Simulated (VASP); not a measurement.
The system is Ti5Si.

```
CELL_PARAMETERS angstrom
2.27700 -3.94388 0.00000
-4.55399 0.00000 0.00000
0.00000 0.00000 -5.58993
ATOMIC_POSITIONS crystal
Ti 0.00000 0.00000 0.50000
Ti 0.00000 0.00000 0.00000
Ti 0.33333 0.66667 0.25000
Ti 0.33333 0.66667 0.75000
Ti 0.66667 0.33333 0.25000
Si 0.66667 0.33333 0.75000
```

- Program: VASP 6.6.1
- Task: relaxation of cell and atoms
- Functional: PBE
- Potentials or basis: VASP PAW PBE potentials, release 64 (Ti_sv, Si)
- Cutoff: 500 eV
- k mesh: 12 × 12 × 8
- Occupations: gaussian, width 0.1 eV
- Spin: no spin polarisation

At the start: pressure -3.3 GPa; volume 16.73 Å³/atom.

Q: Where does the relaxation end?

A: Over 5 steps the energy falls by 5.8 meV/atom and the volume is 16.24 Å³/atom (-2.9 %); space group P-6m2 (No. 187, to 0.1 Å) before and after.

The path:
```
step  energy change (eV)  largest force (eV/Å)  pressure (GPa)  volume (Å³)
   1              0.0000                0.1639           -3.28       100.40
   2             -0.0158                0.1963            2.66        95.51
   3             -0.0315                0.1851            0.09        97.49
   4             -0.0338                0.0931            0.05        97.47
   5             -0.0346                0.0001            0.01        97.46
```

Final structure:
```yaml
crystal:
  lattice:
    - [2.25286, -3.90206, 0.00000]
    - [-4.50571, 0.00000, 0.00000]
    - [0.00000, 0.00000, -5.54332]
  atoms:
    - { symbol: Ti, position: [0.00000, 0.00000, 0.50389] }
    - { symbol: Ti, position: [0.00000, 0.00000, 0.99611] }
    - { symbol: Ti, position: [0.33333, 0.66667, 0.25000] }
    - { symbol: Ti, position: [0.33333, 0.66667, 0.75000] }
    - { symbol: Ti, position: [0.66667, 0.33333, 0.25000] }
    - { symbol: Si, position: [0.66667, 0.33333, 0.75000] }
```
